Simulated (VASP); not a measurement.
Write the native input for VASP 6.6.1 that does the following.

| Property | Result |
| --- | --- |
| Task | relaxation of cell and atoms |
| Functional | r2SCAN |
| Potentials or basis | VASP PAW PBE potentials, release 64 (Ge_d) |
| Cutoff | 600 eV |
| k mesh | 12 × 12 × 12 |
| Occupations | gaussian, width 0.01 eV |
| Spin | no spin polarisation |
| Target pressure | 4 GPa |
| Dipole correction | no |
| Further INCAR settings | ALGO = Normal; EDIFF = 1e-07; IBRION = 2; EDIFFG = -0.002; NSW = 100; ISIF = 3 |

The system is Ge.

```
Ge
1.0
     2.83776    2.83776    0.00000
    -2.83776    2.83776    0.00000
     0.00000    2.83776    2.83776
Ge
2
Direct
  0.50000 0.50000 0.00000
  0.75000 0.25000 0.50000
```

These files were run (other wordings do the same):

POSCAR

```
Ge
1.0
    2.8377577931      2.8377577931      0.0000000000
   -2.8377577931      2.8377577931      0.0000000000
    0.0000000000      2.8377577931      2.8377577931
Ge
2
Direct
    0.5000000000      0.5000000000      0.0000000000
    0.7500000000      0.2500000000      0.5000000000
```

INCAR.step1

```
SYSTEM = Ge
PREC     = Accurate       ! precision mode
ENCUT    = 600            ! plane-wave cutoff, eV
ISMEAR   = 0              ! smearing method
SIGMA    = 0.01           ! smearing width, eV
LREAL    = .FALSE.        ! projectors in reciprocal space
LASPH    = .TRUE.         ! aspherical terms in the spheres
NELM     = 100            ! most SCF steps
GGA      = PE             ! functional
ALGO     = Normal         ! electronic algorithm
EDIFF    = 1E-4           ! SCF threshold, eV
LWAVE    = .TRUE.         ! write WAVECAR
LCHARG   = .FALSE.        ! write CHGCAR
```

INCAR.step2

```
SYSTEM = Ge
PREC     = Accurate       ! precision mode
ENCUT    = 600            ! plane-wave cutoff, eV
EDIFF    = 1E-7           ! SCF threshold, eV
ISMEAR   = 0              ! smearing method
SIGMA    = 0.01           ! smearing width, eV
LREAL    = .FALSE.        ! projectors in reciprocal space
LASPH    = .TRUE.         ! aspherical terms in the spheres
NELM     = 100            ! most SCF steps
ALGO     = Normal         ! electronic algorithm
ISIF     = 3              ! what is computed and relaxed
LWAVE    = .FALSE.        ! write WAVECAR
LCHARG   = .FALSE.        ! write CHGCAR
METAGGA  = R2SCAN         ! meta-GGA
LMIXTAU  = .TRUE.       
IBRION   = 2              ! ionic algorithm
NSW      = 100            ! ionic steps
EDIFFG   = -0.002         ! ionic threshold
PSTRESS  = 40.0         
ISTART   = 1
```

KPOINTS

```
regular mesh
0
G
  12 12 12
  0 0 0
```

Potentials or basis: VASP PAW PBE potentials, release 64 (Ge_d).

The run is started by

```console
$ cat potpaw_PBE.64/Ge_d/POTCAR > POTCAR
$ cp INCAR.step1 INCAR
$ mpirun -np 1 vasp_std > vasp.out
$ cp INCAR.step2 INCAR
$ mpirun -np 1 vasp_std > vasp.out
```

Results of the run:

* Relaxed volume: 21.76 Å³/atom
* Relaxed cell: a = 3.948 Å, b = 3.948 Å, c = 3.948 Å, α = 60.00°, β = 60.00°, γ = 90.00°
* Space group after relaxing (to 0.05 Å): Fd-3m (No. 227)
* Energy change on relaxing (the enthalpy is what falls): +13.2 meV/atom
* Ionic steps: 3
* Pressure after relaxing: 4.0 GPa
* Band gap on the k mesh: 0.58 eV, indirect (least direct gap 0.79 eV)

Caveat: the cell is relaxed towards a set pressure, so the enthalpy falls and the energy may rise; the PAW data sets were made with another functional, which shifts forces and pressure a little.

It took 12 min on 1 thread of Oxide Virtual Turin-like Processor, on a shared host, peak memory 0.2 GiB.
